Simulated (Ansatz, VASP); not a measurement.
## Two plane-wave programs on ScMn4Be8

```
Sc Mn Be
1.0
     0.00000    0.00000    4.58310
     3.97099   -3.97099    2.29155
     3.97099    3.97099   -2.29155
Sc Mn Be
1 4 8
Direct
  0.00000 0.00000 0.00000
  0.50000 0.00000 0.50000
  0.50000 0.50000 0.00000
  0.00000 0.00000 0.50000
  0.00000 0.50000 0.00000
  0.50000 0.78100 0.78100
  0.28100 0.21900 0.78100
  0.50000 0.21900 0.21900
  0.71900 0.78100 0.21900
  0.00000 0.33780 0.33780
  0.33780 0.66220 0.33780
  0.00000 0.66220 0.66220
  0.66220 0.33780 0.66220
```

Alike in both runs: task single point; functional r2SCAN; k mesh 8 × 8 × 8; occupations fermi-dirac, width 0.036 eV; no spin polarisation.

|  | VASP | Ansatz |
| --- | --- | --- |
| version | VASP 6.6.1 | Ansatz 0.2.0 |
| potentials or method | VASP PAW PBE potentials, release 64 (Sc_sv, Mn_pv, Be), cutoff 520 eV | PAW plane waves |
| valence electrons in the cell | 79 | 87 |

```csv
,VASP,Ansatz,Ansatz less VASP
pressure (GPa),-9.3,-9.5,-0.25
"traceless stress, the component that is largest in VASP (GPa)",-2.75,-2.63,+0.123
rms of the force components (eV/Å),0.201,0.201,-0.0001
```

VASP's potentials were made for PBE, not for r2SCAN. Atom by atom the forces differ by 0.003 eV/Å (rms over components). VASP's potentials hold 79 valence electrons a cell and Ansatz's 87, so a difference there can come from the potentials and not from the codes.
